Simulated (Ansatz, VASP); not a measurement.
## One calculation of Ti, two programs

```
Ti
1.0
    -1.80666    1.80666    1.79038
     1.80666   -1.80666    1.79038
     1.44858    1.44858   -1.79038
Ti
1
Direct
  0.00000 0.00000 0.00000
```

Change from the starting cell: engineering shear strain xy -0.2200, normal strain along z +0.1000.

Alike in both runs: task single point; functional PBE; k mesh 20 × 20 × 20; occupations gaussian, width 0.15 eV; no spin polarisation.

|  | VASP | Ansatz |
| --- | --- | --- |
| version | VASP 6.6.1 | Ansatz 0.2.0 |
| potentials or method | VASP PAW PBE potentials, release 64 (Ti_sv), cutoff 520 eV | scalar-relativistic, plane waves, PAW |
| valence electrons in the cell | 12 | 12 |

```csv
,VASP,Ansatz,Ansatz less VASP
gap on the k mesh at the Fermi level (eV),none,none,-
pressure (GPa),-7.8,-7.7,+0.10
"traceless stress, the component that is largest in VASP (GPa)",4.81,4.83,+0.015
```

A gap of «none» marks a metal or a gap that the smearing closes. With one functional, cell and mesh, what is left measures potentials, basis and numerics.
